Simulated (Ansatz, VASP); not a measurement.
Mg in VASP and in Ansatz

File INCAR:

```
PREC = Accurate ; ENCUT = 520
EDIFF = 1E-6 ; ISMEAR = -1
SIGMA = 0.08 ; LREAL = F
LASPH = T ; NELM = 80
ALGO = Normal ; ISIF = 2
LWAVE = F ; LCHARG = F
GGA = CA ; NBANDS = 9
```

File KPOINTS:

```
Automatic mesh
0
Gamma
  12 12 12
```

POSCAR

```
Mg
1.0
    0.0000000000      2.5659631295      2.5659631295
    2.5659631295      0.0000000000      2.5659631295
    2.5659631295      2.5659631295      0.0000000000
Mg
2
Direct
   -0.1250000000     -0.1250000000     -0.1250000000
    0.1250000000      0.1250000000      0.1250000000
```

Input for Ansatz:

```yaml
crystal:
  lattice:
    - [0.0, 2.5659631295, 2.5659631295]
    - [2.5659631295, 0.0, 2.5659631295]
    - [2.5659631295, 2.5659631295, 0.0]
  atoms:
    - { symbol: Mg, position: [-0.125, -0.125, -0.125] }
    - { symbol: Mg, position: [0.125, 0.125, 0.125] }
kpoints:
  mp_grid: { grid: [12, 12, 12] }
scf:
  occupations: { method: fermi_dirac, width: 0.08 }
hamiltonian:
  xc: lda
  pseudopotentials: { kind: paw }
output:
  forces: true
  stress: true
  eigenvalues: true
  populations: true
```

Change from the starting cell: volume scaled by 0.45, PAW files.

Alike in both runs: task single point; functional LDA; k mesh 12 × 12 × 12; occupations fermi-dirac, width 0.08 eV; no spin polarisation.

```csv
,VASP,Ansatz
version,VASP 6.6.1,Ansatz 0.2.0
potentials or method,"VASP PAW LDA potentials, release 64 (Mg)","PAW with Ansatz's default frozen-core files, scalar-relativistic"
plane-wave cutoff (eV),520,420
valence electrons in the cell,4,20
```

|  | VASP | Ansatz | Ansatz less VASP |
| --- | --- | --- | --- |
| pressure (GPa) | 44.2 | 44.2 | -0.02 |

LDA's correlation is that of Perdew and Zunger in VASP and of Perdew and Wang (1992) in Ansatz. Both programs put the cell under a high pressure, so it lies far from rest at this level. VASP's potentials hold 4 valence electrons a cell and Ansatz's 20, so a difference there can come from the potentials and not from the codes.
